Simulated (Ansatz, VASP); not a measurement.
**MoS2: VASP beside Ansatz**

```
CELL_PARAMETERS angstrom
-3.14143 0.00000 0.00000
-1.57072 -2.72056 0.00000
-1.17804 -0.68014 12.57882
ATOMIC_POSITIONS crystal
Mo 0.27083 0.27083 0.25000
Mo 0.47917 0.47917 0.75000
S 0.17682 0.17682 0.62605
S 0.63515 0.63515 0.12605
S 0.11485 0.11485 0.87395
S 0.57318 0.57318 0.37395
```

Alike in both runs: task single point; functional PBEsol; k mesh 10 × 10 × 2; occupations gaussian, width 0.05 eV; no spin polarisation.

|  | VASP | Ansatz |
| --- | --- | --- |
| version | VASP 6.6.1 | Ansatz 0.2.0 |
| potentials or method | VASP PAW PBE potentials, release 64 (Mo_sv, S), cutoff 520 eV | scalar-relativistic, plane waves, PAW |
| valence electrons in the cell | 52 | 52 |

Ansatz gave:

```
gap on the k mesh at the Fermi level (eV)                     : 1.01
least direct gap on the mesh (eV)                             : 1.98
pressure (GPa)                                                : 0.1
traceless stress, the component that is largest in VASP (GPa) : -0.06
rms of the force components (eV/Å)                            : 0.018
```

Q: Which values does VASP return?

A: gap on the k mesh at the Fermi level (eV): 1.03; least direct gap on the mesh (eV): 1.98; pressure (GPa): 0.1; traceless stress, the component that is largest in VASP (GPa): -0.06; rms of the force components (eV/Å): 0.018.

VASP's potentials were made for PBE, not for PBEsol. Atom by atom the forces differ by 0.001 eV/Å (rms over components). The functional is the same, so the differences come from potentials, cutoffs and numerics.
